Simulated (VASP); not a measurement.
C:

```xyz
2
Lattice="2.1690 -1.2524 0.0000 2.1690 1.2524 0.0000 -1.4061 0.0000 3.5715" Properties=species:S:1:pos:R:3 pbc="T T T"
C    -0.6831    0.0000    3.5712
C     3.6150    0.0000    0.0003
```

This cell differs from its parent crystal: volume scaled by 1.06.

Base run:

| Item | Value |
| --- | --- |
| Program | VASP 6.6.1 |
| Functional | PBE |
| Potentials or basis | VASP PAW PBE potentials, release 64 (C) |
| Cutoff | 520 eV |
| k mesh | 13 × 13 × 8 |
| Occupations | fermi-dirac, width 0.05 eV |
| Spin | no spin polarisation |

Its results: band gap on the k mesh 0.91 eV, indirect (least direct gap 0.92 eV); pressure -10.3 GPa; largest force 0.005 eV/Å.

Q: The run is repeated on the same cell with these changes: functional from PBE to PBE0; k mesh from 13 × 13 × 8 to 8 × 8 × 4. What comes out?

A: Band gap on the k mesh 2.62 eV, direct; pressure -16.1 GPa; largest force 0.009 eV/Å.

Several settings changed at once, so the effect can't be laid on one alone.

Caveats: some runs use coarse meshes; this functional lacks dispersion, which binds the layers, so the pressure and a relaxed spacing across them are unreliable; the PAW data sets were made with another functional, which shifts forces and pressure a little (some runs).

A k mesh can miss the band edges.
